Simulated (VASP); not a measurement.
Wanted: the native input for a VASP 6.6.1 run.

```
Task                   : single point
Functional             : PBE
Potentials or basis    : VASP PAW PBE potentials, release 64 (Sc_sv, Al, N)
Cutoff                 : 520 eV
k mesh                 : 12 × 12 × 6
Occupations            : gaussian, width 0.02 eV
Spin                   : no spin polarisation
Dipole correction      : no
Further INCAR settings : ALGO = Normal; EDIFF = 1e-06; NBANDS = 20
```

The structure of ScAlN2 lies in POSCAR:

```
ScAlN2
1.0
    3.0098711510      0.0000000000      0.0000000000
   -1.5049355755      2.6066248789      0.0000000000
    0.0000000000      0.0000000000      5.2121557757
Sc Al N
1 1 2
Direct
    0.0000000000      0.0000000000      0.0000000000
    0.0000000000      0.0000000000      0.5000000000
    0.3333333333      0.6666666667      0.2706220835
    0.6666666667      0.3333333333      0.7293779165
```

The input as run:

INCAR

```
SYSTEM = ScAlN2
PREC = Accurate ; ENCUT = 520
EDIFF = 1E-6 ; ISMEAR = 0
SIGMA = 0.02 ; LREAL = .False.
LASPH = .True. ; NELM = 100
ALGO = Normal ; ISIF = 2
LWAVE = .False. ; LCHARG = .True.
GGA = PE ; LELF = .True.
LVHAR = .True. ; NBANDS = 20
```

KPOINTS

```
Automatic mesh
0
Gamma
  12 12 6
  0 0 0
```

Potentials or basis: VASP PAW PBE potentials, release 64 (Sc_sv, Al, N).

Launch:

```sh
$ cat potpaw_PBE.64/Sc_sv/POTCAR potpaw_PBE.64/Al/POTCAR potpaw_PBE.64/N/POTCAR > POTCAR
$ mpirun -np 1 vasp_std > vasp.out
```

It gave:

The pressure is 0.5 GPa. The largest force is 0.070 eV/Å and the band gap on the k mesh is 0.91 eV, indirect (least direct gap 1.70 eV).

It took 51 s on 1 thread of Intel(R) Xeon(R) Platinum 8488C (Sapphire Rapids), on a shared host, peak memory 0.22 GiB.
